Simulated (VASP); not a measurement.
A run of VASP 6.6.1 is set up as follows.

File INCAR:

```
SYSTEM = WSe2
PREC = Accurate ; ENCUT = 520
EDIFF = 1E-7 ; ISMEAR = 0
SIGMA = 0.05 ; LREAL = .False.
LASPH = .True. ; NELM = 100
ALGO = Normal ; ISIF = 2
LWAVE = .False. ; LCHARG = .False.
LDIPOL = .True. ; IDIPOL = 3
DIPOL = 0.5 0.5 0.420 ; GGA = PE
IVDW = 12 ; NBANDS = 35
```

File KPOINTS:

```
regular mesh
0
Gamma
  9 9 1
  0 0 0
```

The input POSCAR:

```
WSe2
1.0
    3.2854929709      0.0000000000      0.0000000000
   -1.6427464855      2.8453203767      0.0000000000
    0.0000000000      0.0000000000     24.2386466774
Se W
4 2
Direct
    0.3333333333      0.6666666667      0.1856539294
    0.3333333333      0.6666666667      0.3246601777
    0.3333333333      0.6666666667      0.5148523144
    0.3333333333      0.6666666667      0.6538585627
    0.6666666667      0.3333333333      0.2551570536
    0.6666666667      0.3333333333      0.5843554385
```

Potentials or basis: VASP PAW PBE potentials, release 64 (Se, W_sv).

The run is started by

```console
$ cat potpaw_PBE.64/Se/POTCAR potpaw_PBE.64/W_sv/POTCAR > POTCAR
$ mpirun -np 1 vasp_std > vasp.out
```

Q: Predict the dispersion energy per atom.

A: -0.362 eV.

Q: Predict the band gap on the k mesh.

A: 1.65 eV, indirect (least direct gap 1.66 eV).

Forces in eV/Å, atoms in the order of the input:
```
Se   0.000  0.000 -0.043
Se   0.000  0.000  0.110
Se   0.000  0.000 -0.110
Se   0.000  0.000  0.043
W    0.000  0.000  0.022
W    0.000  0.000 -0.022
```

Caveat: spin-orbit coupling is left out, which moves the levels of the heavy elements.
